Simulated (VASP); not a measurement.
InAs:

```
In As
1.0
     0.00000    2.87730    2.87730
     2.87730    0.00000    2.87730
     2.87730    2.87730    0.00000
In As
1 1
Direct
  0.50000 0.50000 0.50000
  0.00000 0.00000 0.00000
```

* Program: VASP 6.6.1
* Task: relaxation of cell and atoms
* Functional: RPBE
* Dispersion: D3(BJ)
* Potentials or basis: VASP PAW PBE potentials, release 64 (In_d, As)
* Cutoff: 600 eV
* k mesh: 8 × 8 × 8
* Occupations: fermi-dirac, width 0.05 eV
* Spin: no spin polarisation

At the start: pressure -14.9 GPa; volume 23.82 Å³/atom.

**Question.** How do energy, volume and symmetry change on relaxing?

**Answer.** Over 6 steps the energy falls by 268.4 meV/atom and the volume is 19.15 Å³/atom (-19.6 %); space group Fm-3m (No. 225, to 0.1 Å) before and after.

The path:
| step | energy change (eV) | largest force (eV/Å) | pressure (GPa) | volume (Å³) |
| --- | --- | --- | --- | --- |
| 1 | 0.0000 | 0.0000 | -14.94 | 47.64 |
| 2 | -0.3085 | 0.0000 | 18.64 | 33.91 |
| 3 | -0.5366 | 0.0000 | -0.31 | 38.42 |
| 4 | -0.5367 | 0.0000 | 0.21 | 38.24 |
| 5 | -0.5367 | 0.0000 | -0.18 | 38.37 |
| 6 | -0.5367 | 0.0000 | 0.02 | 38.31 |

Final structure:
```
In As
1.0
     0.00000    2.67560    2.67560
     2.67560    0.00000    2.67560
     2.67560    2.67560    0.00000
In As
1 1
Direct
  0.50000 0.50000 0.50000
  0.00000 0.00000 0.00000
```

Caveat: the volume moved by over 15 % at a fixed basis, so the end points are rough; the PAW data sets were made with another functional, which shifts forces and pressure a little.
